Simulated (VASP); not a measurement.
Set up this calculation in VASP 6.6.1, as the native input.

```
Task                   : single point
Functional             : PBEsol
Potentials or basis    : VASP PAW PBE potentials, release 64 (Si, B)
Cutoff                 : 520 eV
k mesh                 : 2 × 2 × 2
Occupations            : fermi-dirac, width 0.02 eV
Spin                   : collinear spin, ferromagnetic start
Starting moments       : [0.0, 0.0, 0.0, 0.0, 0.0, 0.0, 0.0, 0.0, 0.0, 0.0, 0.0, 0.0, 0.0, 0.0, 0.0, 0.0, 1.0] μB
Dipole correction      : no
Further INCAR settings : LREAL = Auto; ALGO = Normal; EDIFF = 1e-07; NBANDS = 52
```

The structure of Si16B (a cell with a defect) lies in POSCAR:

```
Si16B
1.0
    0.0000000000      5.4300000000      5.4300000000
    5.4300000000      0.0000000000      5.4300000000
    5.4300000000      5.4300000000      0.0000000000
Si B
16 1
Direct
    0.0173480663     -0.0223204420     -0.0962799263
    0.0698987109      0.2038397790      0.0326795580
   -0.0332780847      0.0873296501      0.4748434622
    0.2755248619      0.0014364641      0.5479189687
    0.0478913444      0.5312430939     -0.0047053407
    0.1291252302      0.6427348066      0.1756077348
   -0.0600920810      0.4668139963      0.5855248619
    0.1017587477      0.7189226519      0.6168416206
    0.4322836096      0.0513996317      0.0088766114
    0.6386740331      0.0994659300      0.1534990792
    0.7325046041     -0.1517311234      0.5025782689
    0.5408931860      0.1689779006      0.6459576427
    0.5155064457      0.4397974217      0.0837569061
    0.5840423573      0.6679650092      0.1142633517
    0.4559576427      0.5463259669      0.4872651934
    0.5712338858      0.5598342541      0.6920441989
    0.2028453039      0.2219797422      0.6922928177
```

One way to write it, as run:

INCAR

```
PREC = Accurate
ENCUT = 520
EDIFF = 1E-7
ISMEAR = -1
SIGMA = 0.02
LREAL = Auto
LASPH = T
NELM = 150
ALGO = Normal
ISIF = 2
LWAVE = F
LCHARG = F
ISPIN = 2
MAGMOM = 0 0 0 0 0 0 0 0 0 0 0 0 0 0 0 0 1
LORBIT = 11
GGA = PS
NBANDS = 52
```

KPOINTS

```
Automatic mesh
0
Gamma
  2 2 2
```

Potentials or basis: VASP PAW PBE potentials, release 64 (Si, B).

The run is started by

```bash
$ cat potpaw_PBE.64/Si/POTCAR potpaw_PBE.64/B/POTCAR > POTCAR
$ mpirun -np 1 vasp_std > vasp.out
```

Results of the run:

| Quantity | Value |
| --- | --- |
| Pressure | -3.8 GPa |
| Largest force | 3.388 eV/Å |
| Net moment | 0.00 μB per cell |
| Valence electrons inside the program's atomic spheres | Si 1.56, 1.61, 1.59, 1.58, 1.60, 1.64, 1.62, 1.70, 1.66, 1.71; B 1.66 |

Caveat: the k points lie up to 0.50 Å⁻¹ apart; the PAW data sets were made with another functional, which shifts forces and pressure a little.

It took 13 min on 1 thread of Oxide Virtual Turin-like Processor, on a shared host, peak memory 0.67 GiB.
